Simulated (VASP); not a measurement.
Input of a VASP 6.6.1 run:

POSCAR

```
LiBr
1.0
    0.0000000000      2.7120470351      2.7120470351
    2.7120470351      0.0000000000      2.7120470351
    2.7120470351      2.7120470351      0.0000000000
Li Br
1 1
Direct
    0.0000000000      0.0000000000      0.0000000000
    0.5000000000      0.5000000000      0.5000000000
```

INCAR.step1

```
ALGO = Normal
EDIFF = 1E-5
ENCUT = 830
GGA = PE
GGA_COMPAT = False
ISMEAR = 0
LASPH = True
LCHARG = False
LREAL = False
LWAVE = True
NBANDS = 12
NELM = 120
PREC = Accurate
SIGMA = 0.02
```

The input INCAR.step2:

```
ALGO = Normal
EDIFF = 1E-6
ENCUT = 830
GGA_COMPAT = False
ISIF = 2
ISMEAR = 0
ISTART = 1
LASPH = True
LCHARG = False
LMIXTAU = True
LREAL = False
LWAVE = False
METAGGA = R2SCAN
NBANDS = 12
NELM = 120
PREC = Accurate
SIGMA = 0.02
```

File KPOINTS:

```
k-points
0
Gamma
  8 8 8
```

Potentials or basis: VASP PAW PBE potentials, release 64 (Li_sv, Br).

Run with:

```sh
$ cat potpaw_PBE.64/Li_sv/POTCAR potpaw_PBE.64/Br/POTCAR > POTCAR
$ cp INCAR.step1 INCAR
$ mpirun -np 1 vasp_std > vasp.out
$ cp INCAR.step2 INCAR
$ mpirun -np 1 vasp_std > vasp.out
```

Q: What does it give for the pressure?

A: 0.5 GPa.

Q: What does it give for the band gap on the k mesh?

A: 6.09 eV.

Caveat: the PAW data sets were made with another functional, which shifts forces and pressure a little. A k mesh can miss the band edges.
